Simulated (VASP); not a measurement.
# BN (P6_3mc) in VASP: single point with PBE

Aim: the single point of BN with PBE.

Program: VASP 6.6.1. These are calculated values, not measurements. Logs are shortened: lines on timing, memory, paths and dates and some standing lists are left out, and cuts for length are marked.

## 1. The cell of the first run

The structure is hexagonal, space group P6_3mc (No. 186). The conventional cell has a = 2.536 Å, b = 2.536 Å, c = 4.199 Å, α = 90.00°, β = 90.00°, γ = 120.00°. B (site symmetry 3m) has 4 N at 1.56 to 1.57 Å within 2.1 Å. Within 2.1 Å of N (site symmetry 3m) lie 4 B at 1.56 to 1.57 Å.

## 2. Single point, PBE

Input file INCAR:

```
PREC = Accurate
ENCUT = 520
EDIFF = 1E-6
ISMEAR = 0
SIGMA = 0.01
LREAL = False
LASPH = True
NELM = 60
ALGO = Normal
ISIF = 2
LWAVE = False
LCHARG = False
GGA = PE
NBANDS = 16
```

Input file KPOINTS:

```
Automatic mesh
0
Gamma
  6 6 4
```

Input file POSCAR:

```
BN
1.0
    2.5360000000      0.0000000000      0.0000000000
   -1.2680000000      2.1962400000      0.0000000000
    0.0000000000      0.0000000000      4.1990000000
B N
2 2
Direct
    0.6666666667      0.3333333333      0.0000000000
    0.3333333333      0.6666666667      0.5000000000
    0.6666666667      0.3333333333      0.3750000000
    0.3333333333      0.6666666667      0.8750000000
```

Potentials or basis: VASP PAW PBE potentials, release 64 (B, N).

Command:

```console
> cat potpaw_PBE.64/B/POTCAR potpaw_PBE.64/N/POTCAR > POTCAR
> mpirun -np 1 vasp_std > vasp.out
```

OUTCAR:

```text
PREC = Accurate
   ENCUT = 520
   EDIFF = 1E-6
   ISMEAR = 0
   LREAL = False
   LASPH = True
   NELM = 60
   ISIF = 2
   GGA = PE

 ion  position               nearest neighbor table
   1  0.667  0.333  0.000-   4 1.56   4 1.56   4 1.56   3 1.57
   2  0.333  0.667  0.500-   3 1.56   3 1.56   3 1.56   4 1.57
   3  0.667  0.333  0.375-   2 1.56   2 1.56   2 1.56   1 1.57
   4  0.333  0.667  0.875-   1 1.56   1 1.56   1 1.56   2 1.57

  LATTYP: Found a hexagonal cell.
 ALAT       =     2.5360000000
 C/A-ratio  =     1.6557570978

  Lattice vectors:

 A1 = (   2.5360000000,   0.0000000000,   0.0000000000)
 A2 = (  -1.2680000000,   2.1962400000,   0.0000000000)
 A3 = (   0.0000000000,   0.0000000000,   4.1990000000)

Analysis of symmetry for initial positions (statically):
=====================================================================
 Subroutine PRICEL returns:
 Original cell was already a primitive cell.

 Routine SETGRP: Setting up the symmetry group for a
 hexagonal supercell.

 Subroutine GETGRP returns: Found 12 space group operations
 (whereof  6 operations were pure point group operations)
 out of a pool of 24 trial point group operations.

The static configuration has the point symmetry C_3v.
 The point group associated with its full space group is C_6v.

Analysis of symmetry for dynamics (positions and initial velocities):
=====================================================================
 Subroutine PRICEL returns:
 Original cell was already a primitive cell.

 Routine SETGRP: Setting up the symmetry group for a
 hexagonal supercell.

 Subroutine GETGRP returns: Found 12 space group operations
 (whereof  6 operations were pure point group operations)
 out of a pool of 24 trial point group operations.

The dynamic configuration has the point symmetry C_3v.
 The point group associated with its full space group is C_6v.

 Subroutine INISYM returns: Found 12 space group operations
 (whereof  6 operations are pure point group operations),
 and found     1 'primitive' translations

----------------------------------------------------------------------------------------

                                     Primitive cell

  volume of cell :      23.3870

  direct lattice vectors                    reciprocal lattice vectors
     2.536000000  0.000000000  0.000000000     0.394321767  0.227661822  0.000000000
    -1.268000000  2.196240000  0.000000000     0.000000000  0.455323644  0.000000000
     0.000000000  0.000000000  4.199000000     0.000000000  0.000000000  0.238151941

  length of vectors
     2.536000000  2.535999633  4.199000000     0.455323578  0.455323644  0.238151941

  position of ions in fractional coordinates (direct lattice)
     0.666666667  0.333333333  0.000000000
     0.333333333  0.666666667  0.500000000
     0.666666667  0.333333333  0.375000000
     0.333333333  0.666666667  0.875000000

  ion indices of the primitive-cell ions
   primitive index   ion index
                 1           1
                 2           2
                 3           3
                 4           4

----------------------------------------------------------------------------------------

 KPOINTS: Automatic mesh

Automatic generation of k-mesh.
 Grid dimensions read from file:
 generate k-points for:    6    6    4

 Generating k-lattice:

  Cartesian coordinates                     Fractional coordinates (reciprocal lattice)
     0.065720294  0.037943637  0.000000000     0.166666667  0.000000000  0.000000000
     0.000000000  0.075887274  0.000000000     0.000000000  0.166666667  0.000000000
     0.000000000  0.000000000  0.059537985     0.000000000  0.000000000  0.250000000

  Length of vectors
     0.075887263  0.075887274  0.059537985

  Shift w.r.t. Gamma in fractional coordinates (k-lattice)
     0.000000000  0.000000000  0.000000000

 Subroutine IBZKPT returns following result:
 ===========================================

 Found     21 irreducible k-points:

 Following reciprocal coordinates:
            Coordinates               Weight
  0.000000  0.000000  0.000000      1.000000
  0.166667  0.000000  0.000000      6.000000
  0.333333  0.000000  0.000000      6.000000
  0.500000 -0.000000  0.000000      3.000000
  0.166667  0.166667  0.000000      6.000000
  0.333333  0.166667  0.000000     12.000000
[... 13 lines left out ...]
  0.333333  0.166667  0.500000     12.000000
  0.333333  0.333333  0.500000      2.000000
   k-points           NKPTS =     21   k-points in BZ     NKDIM =     21   number of bands    NBANDS=     16
   number of dos      NEDOS =    301   number of ions     NIONS =      4
   total plane-waves  NPLWV =  12800
   dimension x,y,z NGX =    20 NGY =   20 NGZ =   32
   dimension x,y,z NGXF=    40 NGYF=   40 NGZF=   64
   ions per type =               2   2
   NGX,Y,Z   is equivalent  to a cutoff of  13.11, 13.11, 12.67 a.u.
   NGXF,Y,Z  is equivalent  to a cutoff of  26.22, 26.22, 25.34 a.u.
 SYSTEM =  unknown system
   PREC   = accura    normal or accurate (medium, high low for compatibility)
   ISTART =      0    job   : 0-new  1-cont  2-samecut
   ICHARG =      2    charge: 1-file 2-atom 10-const
   ISPIN  =      1    spin polarized calculation?
   LNONCOLLINEAR =      F non collinear calculations
   LSORBIT =      F    spin-orbit coupling
   LASPH  =      T    aspherical Exc in radial PAW
   ENCUT  =  520.0 eV  38.22 Ry    6.18 a.u.   4.72  4.72  7.81*2*pi/ulx,y,z
   NELM   =     60;   NELMIN=  2; NELMDL= -5     # of ELM steps
   EDIFF  = 0.1E-05   stopping-criterion for ELM
   LREAL  =      F    real-space projection
   EDIFFG = 0.1E-04   stopping-criterion for IOM
   NSW    =      0    number of steps for IOM
   IBRION =     -1    ionic relax: 0-MD 1-quasi-New 2-CG
   NFREE  =      0    steps in history (QN), initial steepest desc. (CG)
   ISIF   =      2    stress and relaxation
   ISYM   =      2    0-nonsym 1-usesym 2-fastsym
   POTIM  = 0.5000    time-step for ionic-motion
   TEBEG  =    0.0;   TEEND  =   0.0 temperature during run
   PSTRESS=    0.0 pullay stress
   NELECT =      16.0000    total number of electrons
   NUPDOWN=      -1.0000    fix difference up-down
   EMIN   =  10.00;   EMAX   =-10.00  energy-range for DOS
   EFERMI =   0.00;   METHOD = LEGACY
   ISMEAR =     0;   SIGMA  =   0.01  broadening in eV -4-tet -1-fermi 0-gaus
   EFERMI_NEDOS =   21; number of points for ismear=-14 and -15
   IALGO  =     38    algorithm
   IMIX   =      4    mixing-type and parameters
     AMIX     =   0.40;   BMIX     =  1.00
     AMIX_MAG =   1.60;   BMIX_MAG =  1.00
  volume/ion in A,a.u.               =       5.85        39.46
  Fermi-wavevector in a.u.,A,eV,Ry     =   1.442524  2.725976 28.312048  2.080877
  Thomas-Fermi vector in A             =   2.561035
   LORBIT       =      0    0 simple, 1 ext, 2 COOP (PROOUT), +10 PAW based schemes
   GGA     = PE    functional components
   LHFCALC =     F    Hartree Fock is set to
   AEXX    =    0.0000 exact exchange contribution
   IVDW    =     0    specifies the selected vdW correction
   LEPSILON=     F    determine dielectric tensor
   LRPA    =     F    only Hartree local field effects (RPA)
 non-spin polarized calculation
 Gauss-broadening in eV      SIGMA  =   0.01
  energy-cutoff  :      520.00
  volume of cell :       23.39
 maximum number of plane-waves:       652
 NGX is ok and might be reduce to    20
   NGX =  9   NGY =  9   NGZ = 15

 number of electron      15.9999999 magnetization

 Free energy of the ion-electron system (eV)
  ---------------------------------------------------
  ext. energy  EPLUGINS =         0.00000000
  ---------------------------------------------------
  free energy    TOTEN  =       -34.81470657 eV

  energy without entropy =      -34.81470657  energy(sigma->0) =      -34.81470657

 E-fermi :   7.7241     XC(G=0): -12.8628

 val. band max:        7.6817871251   @ k =   0.0000   0.0000   0.0000
 cond. band min:      12.8806328432   @ k =   0.3333   0.3333   0.0000
 fundamental gap:      5.1988457181
 Fermi energy:         7.7241317122

 k-point     1 :       0.0000    0.0000    0.0000
  band No.  band energies     occupation
      1     -12.8370      2.00000
      2      -8.6427      2.00000
      3      -3.3262      2.00000
      4       5.5475      2.00000
      5       5.5475      2.00000
      6       7.4334      2.00000
[... 8 lines left out ...]
     15      19.6673      0.00000
     16      24.0248      0.00000

 k-point     2 :       0.1667    0.0000    0.0000
  band No.  band energies     occupation
      1     -12.2315      2.00000
      2      -8.1893      2.00000
      3      -2.7270      2.00000
      4       3.1731      2.00000
      5       4.5890      2.00000
      6       5.6819      2.00000
[... 8 lines left out ...]
     15      21.2788      0.00000
     16      23.1084      0.00000

 k-point     3 :       0.3333    0.0000    0.0000
  band No.  band energies     occupation
      1     -10.5170      2.00000
      2      -7.2181      2.00000
      3      -1.0741      2.00000
      4      -0.5791      2.00000
      5       2.1168      2.00000
      6       3.2053      2.00000
[... 8 lines left out ...]
     15      23.6251      0.00000
     16      24.2431      0.00000

 k-point     4 :       0.5000   -0.0000    0.0000
  band No.  band energies     occupation
      1      -8.6918      2.00000
      2      -7.4068      2.00000
      3      -1.8779      2.00000
      4      -0.1873      2.00000
      5       0.7280      2.00000
      6       2.6535      2.00000
[... 8 lines left out ...]
     15      24.2663      0.00000
     16      25.6730      0.00000
[... 267 lines left out ...]
 k-point    19 :       0.1667    0.1667    0.5000
  band No.  band energies     occupation
      1      -9.7194      2.00000
      2      -9.7194      2.00000
      3       1.0344      2.00000
      4       1.0344      2.00000
      5       3.3298      2.00000
      6       3.3298      2.00000
[... 8 lines left out ...]
     15      22.6454      0.00000
     16      22.6454      0.00000

 k-point    20 :       0.3333    0.1667    0.5000
  band No.  band energies     occupation
      1      -8.0675      2.00000
      2      -8.0675      2.00000
      3      -1.4605      2.00000
      4      -1.4605      2.00000
      5       2.0678      2.00000
      6       2.0678      2.00000
[... 8 lines left out ...]
     15      24.0698      0.00000
     16      24.0698      0.00000

 k-point    21 :       0.3333    0.3333    0.5000
  band No.  band energies     occupation
      1      -7.3173      2.00000
      2      -7.3173      2.00000
      3      -1.2074      2.00000
      4      -1.2074      2.00000
      5      -0.1388      2.00000
      6      -0.1388      2.00000
[... 8 lines left out ...]
     15      24.5283      0.00000
     16      24.5283      0.00000

------------------------ aborting loop because EDIFF is reached ----------------------------------------

  FORCE on cell =-STRESS in cart. coord.  units (eV):
  Direction    XX          YY          ZZ          XY          YZ          ZX
  --------------------------------------------------------------------------------------
  -------------------------------------------------------------------------------------
  Total        1.2764663      1.2764658      1.0813326      0.0000000      0.0000000      0.0000000
  in kB       87.4470196     87.4469858     74.0789769      0.0000000      0.0000000      0.0000000
  external PRESSURE =      82.9909941 kB  Pullay stress =       0.0000000 kB

 VOLUME and BASIS-vectors are now :
 -----------------------------------------------------------------------------
  energy-cutoff  :      520.00
  volume of cell :       23.39
      direct lattice vectors                 reciprocal lattice vectors
     2.536000000  0.000000000  0.000000000     0.394321767  0.227661822  0.000000000
    -1.268000000  2.196240000  0.000000000     0.000000000  0.455323644  0.000000000
     0.000000000  0.000000000  4.199000000     0.000000000  0.000000000  0.238151941

 POSITION                                       TOTAL-FORCE (eV/Angst)
 -----------------------------------------------------------------------------------
      1.26800      0.73208      0.00000         0.000000     -0.000000      0.053109
     -0.00000      1.46416      2.09950         0.000000      0.000000      0.053109
      1.26800      0.73208      1.57462         0.000000     -0.000000     -0.053109
     -0.00000      1.46416      3.67413        -0.000000      0.000000     -0.053109
 -----------------------------------------------------------------------------------
    total drift:                               -0.000000     -0.000000     -0.000440

  FREE ENERGIE OF THE ION-ELECTRON SYSTEM (eV)
  ---------------------------------------------------
  free  energy   TOTEN  =       -34.8147065725 eV

  energy  without entropy=      -34.8147065725  energy(sigma->0) =      -34.81470657
```

Run time: 3.8 s. Hardware: 1 thread of Intel Xeon 6975P-C (Granite Rapids), shared host; peak memory 0.12 GiB.

What came out:

* Free energy: -34.8147 eV
* Pressure: 8.3 GPa
* Largest force: 0.053 eV/Å
* Band gap on the k mesh: 5.20 eV, indirect (least direct gap 8.39 eV)

Forces on the atoms (eV/Å):
```
B    0.000  0.000  0.053
B    0.000  0.000  0.053
N    0.000  0.000 -0.053
N    0.000  0.000 -0.053
```

Caveat: the k points lie up to 0.48 Å⁻¹ apart. Expect the measured gap to be larger: semilocal functionals such as PBE lack the derivative discontinuity.
